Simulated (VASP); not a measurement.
# Si2Ni (Fm-3m) in VASP: a series of runs, part 2 of 2

VASP 6.6.1.

## 5. Single point, PBEsol

This run uses another cell than the first one, of 12.23 Å³/atom.

INCAR reads:

```
SYSTEM = Si2Ni
PREC = Accurate
ENCUT = 520
EDIFF = 1E-7
ISMEAR = 0
SIGMA = 0.1
LREAL = .FALSE.
LASPH = .TRUE.
NELM = 60
ALGO = Normal
ISIF = 2
LWAVE = .FALSE.
LCHARG = .FALSE.
GGA = PS
NBANDS = 16
```

KPOINTS reads:

```
Automatic mesh
0
G
  14 14 14
  0 0 0
```

POSCAR reads:

```
Si2Ni
1.0
    0.0000000000      2.6372616761      2.6372616761
    2.6372616761      0.0000000000      2.6372616761
    2.6372616761      2.6372616761      0.0000000000
Si Ni
2 1
Direct
    0.2500000000      0.2500000000      0.2500000000
    0.7500000000      0.7500000000      0.7500000000
    0.0000000000      0.0000000000      0.0000000000
```

Potentials or basis: VASP PAW PBE potentials, release 64 (Si, Ni).

The run is started by

```console
$ cat potpaw_PBE.64/Si/POTCAR potpaw_PBE.64/Ni/POTCAR > POTCAR
$ mpirun -np 1 vasp_std > vasp.out
```

OUTCAR:

```text
SYSTEM = Si2Ni
   PREC = Accurate
   ENCUT = 520
   EDIFF = 1E-7
   ISMEAR = 0
   LREAL = .FALSE.
   LASPH = .TRUE.
   NELM = 60
   ISIF = 2
   GGA = PS

 ion  position               nearest neighbor table
   1  0.250  0.250  0.250-   3 2.28   3 2.28   3 2.28   3 2.28   2 2.64   2 2.64   2 2.64   2 2.64
                             2 2.64   2 2.64
   2  0.750  0.750  0.750-   3 2.28   3 2.28   3 2.28   3 2.28   1 2.64   1 2.64   1 2.64   1 2.64
                             1 2.64   1 2.64
   3  0.000  0.000  0.000-   1 2.28   2 2.28   2 2.28   2 2.28   2 2.28   1 2.28   1 2.28   1 2.28

  LATTYP: Found a face centered cubic cell.
 ALAT       =     5.2745233522

  Lattice vectors:

 A1 = (   0.0000000000,   2.6372616761,   2.6372616761)
 A2 = (   2.6372616761,   0.0000000000,   2.6372616761)
 A3 = (   2.6372616761,   2.6372616761,   0.0000000000)

Analysis of symmetry for initial positions (statically):
=====================================================================
 Subroutine PRICEL returns:
 Original cell was already a primitive cell.

 Routine SETGRP: Setting up the symmetry group for a
 face centered cubic supercell.

 Subroutine GETGRP returns: Found 48 space group operations
 (whereof 48 operations were pure point group operations)
 out of a pool of 48 trial point group operations.

The static configuration has the point symmetry O_h .

Analysis of symmetry for dynamics (positions and initial velocities):
=====================================================================
 Subroutine PRICEL returns:
 Original cell was already a primitive cell.

 Routine SETGRP: Setting up the symmetry group for a
 face centered cubic supercell.

 Subroutine GETGRP returns: Found 48 space group operations
 (whereof 48 operations were pure point group operations)
 out of a pool of 48 trial point group operations.

The dynamic configuration has the point symmetry O_h .

 Subroutine INISYM returns: Found 48 space group operations
 (whereof 48 operations are pure point group operations),
 and found     1 'primitive' translations

[... 117 lines left out ...]
  volume/ion in A,a.u.               =      12.23        82.52
  Fermi-wavevector in a.u.,A,eV,Ry     =   1.291227  2.440064 22.684531  1.667266
  Thomas-Fermi vector in A             =   2.423010
   LORBIT       =      0    0 simple, 1 ext, 2 COOP (PROOUT), +10 PAW based schemes
   GGA     = PS    functional components
   LHFCALC =     F    Hartree Fock is set to
   AEXX    =    0.0000 exact exchange contribution
   IVDW    =     0    specifies the selected vdW correction
   LEPSILON=     F    determine dielectric tensor
   LRPA    =     F    only Hartree local field effects (RPA)
 non-spin polarized calculation
 Gauss-broadening in eV      SIGMA  =   0.10
  energy-cutoff  :      520.00
  volume of cell :       36.69
 maximum number of plane-waves:      1006
   NGX = 13   NGY = 13   NGZ = 13

 number of electron      17.9999997 magnetization

 Free energy of the ion-electron system (eV)
  ---------------------------------------------------
  ext. energy  EPLUGINS =         0.00000000
  ---------------------------------------------------
  free energy    TOTEN  =       -18.89330097 eV

  energy without entropy =      -18.88880321  energy(sigma->0) =      -18.89105209

 E-fermi :  11.5849     XC(G=0): -12.0394

 val. band max:       11.5686541220   @ k =   0.4286   0.2857   0.0000
 cond. band min:      11.6063422270   @ k =   0.3571   0.2857   0.0714
 fundamental gap:      0.0376881049
 Fermi energy:        11.5848980045

 k-point     1 :       0.0000    0.0000    0.0000
  band No.  band energies     occupation
      1      -3.0871      2.00000
      2       5.7700      2.00000
      3       5.7700      2.00000
      4       5.7700      2.00000
      5       7.5402      2.00000
      6       7.5402      2.00000
[... 433 lines left out ...]
      3       5.9514      2.00000
      4       5.9886      2.00000
      5       6.9783      2.00000
      6       7.6905      2.00000
[... 8 lines left out ...]
     15      18.6807      0.00000
     16      19.0305      0.00000

 [... further k-points ...]

------------------------ aborting loop because EDIFF is reached ----------------------------------------

  FORCE on cell =-STRESS in cart. coord.  units (eV):
  Direction    XX          YY          ZZ          XY          YZ          ZX
  --------------------------------------------------------------------------------------
  -------------------------------------------------------------------------------------
  Total        2.7720547      2.7720547      2.7720547     -0.0000000     -0.0000000      0.0000000
  in kB      121.0661446    121.0661446    121.0661446     -0.0000000     -0.0000000      0.0000000
  external PRESSURE =     121.0661446 kB  Pullay stress =       0.0000000 kB

 VOLUME and BASIS-vectors are now :
 -----------------------------------------------------------------------------
  energy-cutoff  :      520.00
  volume of cell :       36.69
      direct lattice vectors                 reciprocal lattice vectors
     0.000000000  2.637261676  2.637261676    -0.189590591  0.189590591  0.189590591
     2.637261676  0.000000000  2.637261676     0.189590591 -0.189590591  0.189590591
     2.637261676  2.637261676  0.000000000     0.189590591  0.189590591 -0.189590591

 POSITION                                       TOTAL-FORCE (eV/Angst)
 -----------------------------------------------------------------------------------
      1.31863      1.31863      1.31863         0.000000      0.000000      0.000000
      3.95589      3.95589      3.95589         0.000000      0.000000     -0.000000
      0.00000      0.00000      0.00000        -0.000000     -0.000000     -0.000000
 -----------------------------------------------------------------------------------
    total drift:                               -0.000000     -0.000000      0.000000

  FREE ENERGIE OF THE ION-ELECTRON SYSTEM (eV)
  ---------------------------------------------------
  free  energy   TOTEN  =       -18.8933009668 eV

  energy  without entropy=      -18.8888032065  energy(sigma->0) =      -18.89105209
```

OSZICAR:

```text
N       E                     dE             d eps       ncg     rms          rms(c)
DAV:   1     0.653313697458E+02    0.65331E+02   -0.77771E+03  3344   0.117E+03
DAV:   2    -0.178068737510E+02   -0.83138E+02   -0.75585E+02  3768   0.219E+02
DAV:   3    -0.212079852093E+02   -0.34011E+01   -0.33559E+01  4280   0.484E+01
DAV:   4    -0.212592491680E+02   -0.51264E-01   -0.51245E-01  3848   0.568E+00
DAV:   5    -0.212605423210E+02   -0.12932E-02   -0.12931E-02  4400   0.949E-01    0.180E+01
DAV:   6    -0.255087914817E+02   -0.42482E+01   -0.42862E+01  3520   0.154E+02    0.242E+01
DAV:   7    -0.190125565723E+02    0.64962E+01   -0.12796E+01  4168   0.962E+01    0.375E+00
DAV:   8    -0.189543121418E+02    0.58244E-01   -0.15426E+00  4656   0.191E+01    0.287E+00
DAV:   9    -0.188957461679E+02    0.58566E-01   -0.26035E-01  4000   0.997E+00    0.664E-01
DAV:  10    -0.188933389700E+02    0.24072E-02   -0.11172E-02  4520   0.218E+00    0.261E-01
DAV:  11    -0.188932891650E+02    0.49805E-04   -0.89922E-04  4304   0.231E-01    0.590E-02
DAV:  12    -0.188933062056E+02   -0.17041E-04   -0.36273E-05  4664   0.794E-02    0.220E-02
DAV:  13    -0.188933011821E+02    0.50235E-05   -0.10742E-05  4320   0.820E-02    0.453E-03
DAV:  14    -0.188933010282E+02    0.15393E-06   -0.13512E-06  4976   0.131E-02    0.318E-03
DAV:  15    -0.188933009668E+02    0.61420E-07   -0.24162E-07  3048   0.118E-02
   1 F= -.18893301E+02 E0= -.18891052E+02  d E =-.449776E-02
```

Wall time 26 s (1 thread of Intel Xeon 6975P-C (Granite Rapids), shared host); peak memory 0.19 GiB.

What came out:

```yaml
Free_energy: -18.8933 eV
Pressure: 12.1 GPa
Band_gap_on_the_k_mesh: zero (bands 9 and 10 overlap by 2.13 eV)
```

Caveat: the cell stands under pressure; the PAW data sets were made with another functional, which shifts forces and pressure a little. Spin polarisation is off, so any magnetic state and its effect on volume and gap are missing.

## 6. Single point, PBEsol

This run uses another cell than the first one, of 12.75 Å³/atom.

INCAR reads:

```
ALGO = Normal
EDIFF = 1E-7
ENCUT = 520
GGA = PS
ISIF = 2
ISMEAR = 0
LASPH = True
LCHARG = False
LREAL = False
LWAVE = False
NBANDS = 16
NELM = 100
PREC = Accurate
SIGMA = 0.1
```

KPOINTS reads:

```
k-points
0
Gamma
  14 14 14
```

POSCAR reads:

```
Si2Ni
1.0
    0.0000000000      2.6740618379      2.6740618379
    2.6740618379      0.0000000000      2.6740618379
    2.6740618379      2.6740618379      0.0000000000
Si Ni
2 1
Direct
    0.2500000000      0.2500000000      0.2500000000
    0.7500000000      0.7500000000      0.7500000000
    0.0000000000      0.0000000000      0.0000000000
```

Potentials or basis: VASP PAW PBE potentials, release 64 (Si, Ni).

The run is started by

```console
$ cat potpaw_PBE.64/Si/POTCAR potpaw_PBE.64/Ni/POTCAR > POTCAR
$ mpirun -np 1 vasp_std > vasp.out
```

OUTCAR:

```text
EDIFF = 1E-7
   ENCUT = 520
   GGA = PS
   ISIF = 2
   ISMEAR = 0
   LASPH = True
   LREAL = False
   NELM = 100
   PREC = Accurate

 ion  position               nearest neighbor table
   1  0.250  0.250  0.250-   3 2.32   3 2.32   3 2.32   3 2.32   2 2.67   2 2.67   2 2.67   2 2.67
                             2 2.67   2 2.67
   2  0.750  0.750  0.750-   3 2.32   3 2.32   3 2.32   3 2.32   1 2.67   1 2.67   1 2.67   1 2.67
                             1 2.67   1 2.67
   3  0.000  0.000  0.000-   2 2.32   2 2.32   2 2.32   1 2.32   2 2.32   1 2.32   1 2.32   1 2.32

  LATTYP: Found a face centered cubic cell.
 ALAT       =     5.3481236758

  Lattice vectors:

 A1 = (   0.0000000000,   2.6740618379,   2.6740618379)
 A2 = (   2.6740618379,   0.0000000000,   2.6740618379)
 A3 = (   2.6740618379,   2.6740618379,   0.0000000000)

Analysis of symmetry for initial positions (statically):
=====================================================================
 Subroutine PRICEL returns:
 Original cell was already a primitive cell.

 Routine SETGRP: Setting up the symmetry group for a
[... 170 lines left out ...]
 E-fermi :  10.9103     XC(G=0): -11.8464

 val. band max:       10.8910208747   @ k =  -0.2143   0.1429   0.0000
 cond. band min:      10.9457352691   @ k =   0.1429   0.0714   0.0000
 fundamental gap:      0.0547143944
 Fermi energy:        10.9103271589

 k-point     1 :       0.0000    0.0000    0.0000
  band No.  band energies     occupation
      1      -3.3189      2.00000
      2       5.4167      2.00000
      3       5.4167      2.00000
      4       5.4167      2.00000
      5       7.1461      2.00000
      6       7.1461      2.00000
[... 433 lines left out ...]
      3       5.5864      2.00000
      4       5.6267      2.00000
      5       6.6004      2.00000
      6       7.2850      2.00000
[... 8 lines left out ...]
     15      17.9629      0.00000
     16      18.2438      0.00000

 [... further k-points ...]

------------------------ aborting loop because EDIFF is reached ----------------------------------------

  FORCE on cell =-STRESS in cart. coord.  units (eV):
  Direction    XX          YY          ZZ          XY          YZ          ZX
  --------------------------------------------------------------------------------------
  -------------------------------------------------------------------------------------
  Total        0.9991252      0.9991252      0.9991252      0.0000000     -0.0000000      0.0000000
  in kB       41.8587411     41.8587411     41.8587411      0.0000000     -0.0000000      0.0000000
  external PRESSURE =      41.8587411 kB  Pullay stress =       0.0000000 kB

 VOLUME and BASIS-vectors are now :
 -----------------------------------------------------------------------------
  energy-cutoff  :      520.00
  volume of cell :       38.24
      direct lattice vectors                 reciprocal lattice vectors
     0.000000000  2.674061838  2.674061838    -0.186981465  0.186981465  0.186981465
     2.674061838  0.000000000  2.674061838     0.186981465 -0.186981465  0.186981465
     2.674061838  2.674061838  0.000000000     0.186981465  0.186981465 -0.186981465

 POSITION                                       TOTAL-FORCE (eV/Angst)
 -----------------------------------------------------------------------------------
      1.33703      1.33703      1.33703         0.000000      0.000000      0.000000
      4.01109      4.01109      4.01109        -0.000000     -0.000000     -0.000000
      0.00000      0.00000      0.00000        -0.000000     -0.000000     -0.000000
 -----------------------------------------------------------------------------------
    total drift:                               -0.000000     -0.000000      0.000000

  FREE ENERGIE OF THE ION-ELECTRON SYSTEM (eV)
  ---------------------------------------------------
  free  energy   TOTEN  =       -18.9712258191 eV

  energy  without entropy=      -18.9667291117  energy(sigma->0) =      -18.96897747
```

OSZICAR:

```text
N       E                     dE             d eps       ncg     rms          rms(c)
DAV:   1     0.628809727280E+02    0.62881E+02   -0.77965E+03  3344   0.116E+03
DAV:   2    -0.178850089937E+02   -0.80766E+02   -0.73779E+02  3656   0.216E+02
DAV:   3    -0.212323928943E+02   -0.33474E+01   -0.32990E+01  4424   0.473E+01
DAV:   4    -0.212842097616E+02   -0.51817E-01   -0.51790E-01  3816   0.566E+00
DAV:   5    -0.212855746972E+02   -0.13649E-02   -0.13649E-02  4392   0.967E-01    0.175E+01
DAV:   6    -0.260145778877E+02   -0.47290E+01   -0.44097E+01  3488   0.155E+02    0.251E+01
DAV:   7    -0.191200117785E+02    0.68946E+01   -0.13149E+01  4168   0.960E+01    0.386E+00
DAV:   8    -0.190252547010E+02    0.94757E-01   -0.16820E+00  4544   0.205E+01    0.277E+00
DAV:   9    -0.189738399680E+02    0.51415E-01   -0.26883E-01  4056   0.943E+00    0.680E-01
DAV:  10    -0.189713442787E+02    0.24957E-02   -0.10294E-02  4600   0.200E+00    0.289E-01
DAV:  11    -0.189712143510E+02    0.12993E-03   -0.98739E-04  4944   0.300E-01    0.539E-02
DAV:  12    -0.189712308498E+02   -0.16499E-04   -0.35642E-05  4208   0.668E-02    0.247E-02
DAV:  13    -0.189712259187E+02    0.49311E-05   -0.14632E-05  4208   0.943E-02    0.543E-03
DAV:  14    -0.189712258159E+02    0.10285E-06   -0.11772E-06  3904   0.935E-03    0.272E-03
DAV:  15    -0.189712258191E+02   -0.31903E-08   -0.15518E-07  2656   0.953E-03
   1 F= -.18971226E+02 E0= -.18968977E+02  d E =-.449671E-02
```

stdout:

```text
POSCAR found type information on POSCAR SiNi
 POSCAR found :  2 types and       3 ions
 scaLAPACK will be used
 -----------------------------------------------------------------------------
|                                                                             |
|                                                                             |
|     You enforced a specific xc type in the INCAR file but a different       |
|     I HOPE YOU KNOW WHAT YOU ARE DOING!                                     |
|                                                                             |
 -----------------------------------------------------------------------------

 LDA part: xc-table for (Slater+PW92), standard interpolation
 POSCAR, INCAR and KPOINTS ok, starting setup
 FFT: planning ... GRIDC
 FFT: planning ... GRID_SOFT
 FFT: planning ... GRID
 WAVECAR not read
 entering main loop
```

Run time: 26 s. Hardware: 1 thread of Intel Xeon 6975P-C (Granite Rapids), shared host; peak memory 0.2 GiB.

What came out:

| Item | Value |
| --- | --- |
| Free energy | -18.9712 eV |
| Pressure | 4.2 GPa |
| Band gap on the k mesh | zero (bands 9 and 10 overlap by 2.13 eV) |

Caveat: the cell stands under pressure; the PAW data sets were made with another functional, which shifts forces and pressure a little. Spin polarisation is off, so any magnetic state and its effect on volume and gap are missing.

## 7. Overview

| cell | gap on the mesh (eV) | pressure (GPa) |
| --- | --- | --- |
| a = 3.461 Å, angles 60.0°, 3 atoms | none | 90.0 |
| a = 3.568 Å, angles 60.0°, 3 atoms | none | 50.0 |
| a = 3.663 Å, angles 60.0°, 3 atoms | none | 25.1 |
| a = 3.730 Å, angles 60.0°, 3 atoms | none | 12.1 |
| a = 3.782 Å, angles 60.0°, 3 atoms | none | 4.2 |

Alike in all rows: task single point; level PBEsol; potentials or basis VASP PAW PBE potentials, release 64 (Si, Ni); no spin polarisation; k mesh 14 × 14 × 14; cutoff (eV) 520; smearing gaussian 0.1 eV.

Caveats: the cell stands under pressure; the PAW data sets were made with another functional, which shifts forces and pressure a little.

Absolute energies hang on the potentials; compare differences alone.
